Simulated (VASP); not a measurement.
Set up this calculation in VASP 6.6.1, as the native input.

```
Task                   : single point
Functional             : PBE
Potentials or basis    : VASP PAW PBE potentials, release 64 (Si)
Cutoff                 : 520 eV
k mesh                 : 12 × 12 × 6
Occupations            : gaussian, width 0.1 eV
Spin                   : no spin polarisation
Dipole correction      : no
Further INCAR settings : ALGO = Normal; EDIFF = 1e-06; NBANDS = 21
```

The structure of Si lies in POSCAR:

```
Si
1.0
    1.9271408011     -3.3881526559      0.0000000000
    1.9271408011      3.3881526559      0.0000000000
    0.0000000000      0.0000000000      8.3612582580
Si
6
Direct
    0.0000000000      0.5000000000      0.3341422216
    0.5000000000      0.0000000000      0.6658577784
    0.5000000000      0.0000000000      0.1658577784
    0.0000000000      0.5000000000      0.8341422216
    0.0000000000      0.0000000000      0.5000000000
    0.5000000000      0.5000000000      0.0000000000
```

The cell was generated, and may not be a known phase.

The input as run:

INCAR

```
PREC     = Accurate       # precision mode
ENCUT    = 520            # plane-wave cutoff, eV
EDIFF    = 1E-6           # SCF threshold, eV
ISMEAR   = 0              # smearing method
SIGMA    = 0.1            # smearing width, eV
LREAL    = F              # projectors in reciprocal space
LASPH    = T              # aspherical terms in the spheres
NELM     = 100            # most SCF steps
ALGO     = Normal         # electronic algorithm
ISIF     = 2              # what is computed and relaxed
LWAVE    = F              # write WAVECAR
LCHARG   = T              # write CHGCAR
GGA      = PE             # functional
LELF     = T              # ELF
LVHAR    = T            
NBANDS   = 21             # bands
```

KPOINTS

```
Automatic mesh
0
Gamma
  12 12 6
```

Potentials or basis: VASP PAW PBE potentials, release 64 (Si).

Run with:

```sh
$ cat potpaw_PBE.64/Si/POTCAR > POTCAR
$ mpirun -np 1 vasp_std > vasp.out
```

Results of the run:

* Pressure: -0.1 GPa
* Band gap on the k mesh: zero (bands 12 and 13 overlap by 0.88 eV)

Run time: 5.1 min on 1 thread of AMD EPYC 7R13 Processor (Zen 3), with other jobs on the host, peak memory 0.36 GiB.
